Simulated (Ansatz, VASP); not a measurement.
MgS in VASP and in Ansatz

File INCAR:

```
SYSTEM = MgS
  ALGO = Normal
  EDIFF = 1E-6
  ENCUT = 600
  GGA = CA
  GGA_COMPAT = .False.
  ISIF = 2
  ISMEAR = 0
  LASPH = .True.
  LCHARG = .False.
  LREAL = .False.
  LWAVE = .False.
  NBANDS = 11
  NELM = 120
  PREC = Accurate
  SIGMA = 0.01
```

Contents of KPOINTS:

```
k-points
0
Gamma
  6 6 6
  0 0 0
```

Contents of POSCAR:

```
MgS
1.0
    0.0000000000      2.7969294923      2.7969294923
    2.7969294923      0.0000000000      2.7969294923
    2.7969294923      2.7969294923      0.0000000000
Mg S
1 1
Direct
    0.0000000000      0.0000000000      0.0000000000
    0.2500000000      0.2500000000      0.2500000000
```

Input for Ansatz:

```yaml
crystal:
  lattice:
    - [0.0, 2.7969294923, 2.7969294923]
    - [2.7969294923, 0.0, 2.7969294923]
    - [2.7969294923, 2.7969294923, 0.0]
  atoms:
    - { symbol: Mg, position: [0.0, 0.0, 0.0] }
    - { symbol: S, position: [0.25, 0.25, 0.25] }
basis:
  ecutwfc: 420
kpoints:
  mp_grid: { grid: [6, 6, 6] }
  band_path:
    path:
      - [0.0, 0.0, 0.0]
      - [0.0, 0.0, 0.0]
      - [0.0, 0.0, 0.0]
      - [0.0, 0.0, 0.0]
      - [0.0, 0.0, 0.0]
      - [0.0, 0.0, 0.0]
      - [0.0, 0.0, 0.0]
      - [0.0, 0.0, 0.0]
      - [0.0, 0.0, 0.0]
      - [0.0, 0.0, 0.0]
      - [0.0, 0.0, 0.0]
      - [0.0, 0.0, 0.0]
      - [0.0, 0.0, 0.0]
      - [0.0, 0.0, 0.0]
      - [0.0, 0.0, 0.0]
      - [0.0, 0.0, 0.0]
      - [0.0, 0.0, 0.0]
      - [0.0, 0.0, 0.0]
      - [0.0, 0.0, 0.0]
      - [0.0, 0.0, 0.0]
      - [0.0, 0.0, 0.0]
      - [0.0, 0.0, 0.0]
      - [0.0, 0.0, 0.0]
      - [0.0, 0.0, 0.0]
      - [0.0, 0.0, 0.0]
      - [0.0, 0.0, 0.0]
      - [0.3, 0.3, 0.0]
      - [0.3166666667, 0.3166666667, 0.0]
      - [0.3333333333, 0.3333333333, 0.0]
      - [0.35, 0.35, 0.0]
      - [0.3666666667, 0.3666666667, 0.0]
      - [0.3833333333, 0.3833333333, 0.0]
      - [0.4, 0.4, 0.0]
      - [0.4166666667, 0.4166666667, 0.0]
      - [0.4333333333, 0.4333333333, 0.0]
      - [0.45, 0.45, 0.0]
      - [0.4666666667, 0.4666666667, 0.0]
      - [0.4833333333, 0.4833333333, 0.0]
      - [0.5, 0.5, 0.0]
      - [0.5, 0.5, 0.5]
      - [0.5, 0.5, 0.5]
      - [0.5, 0.5, 0.5]
      - [0.5, 0.5, 0.5]
      - [0.5, 0.5, 0.5]
      - [0.5, 0.5, 0.5]
      - [0.5, 0.5, 0.5]
      - [0.5, 0.5, 0.5]
      - [0.5, 0.5, 0.5]
      - [0.5, 0.5, 0.5]
      - [0.5, 0.5, 0.5]
      - [0.5, 0.5, 0.5]
      - [0.5, 0.5, 0.5]
    npoints: 1
hamiltonian:
  xc: lda
  pseudopotentials: { kind: paw, azcp: { folder: soft_1 } }
scf:
  occupations: { method: fixed }
  n_extra_bands: 5
output:
  eigenvalues: true
```

Alike in both runs: task single point; functional LDA; k mesh 6 × 6 × 6; no spin polarisation.

|  | VASP | Ansatz |
| --- | --- | --- |
| version | VASP 6.6.1 | Ansatz 0.2.0 |
| potentials or method | VASP PAW LDA potentials, release 64 (Mg, S), cutoff 600 eV | scalar-relativistic, plane waves, PAW |
| occupations | gaussian, width 0.01 eV | fixed |
| valence electrons in the cell | 8 | 16 |

|  | VASP | Ansatz | Ansatz less VASP |
| --- | --- | --- | --- |
| gap on the k mesh at the Fermi level (eV) | 3.38 | 3.36 | -0.012 |
| least direct gap on the mesh (eV) | 3.38 | 3.36 | -0.012 |

Ansatz warns that its potentials were made for another functional, while VASP's fit it. LDA's correlation is that of Perdew and Zunger in VASP and of Perdew and Wang (1992) in Ansatz. VASP's potentials hold 8 valence electrons a cell and Ansatz's 16, so a difference there can come from the potentials and not from the codes.
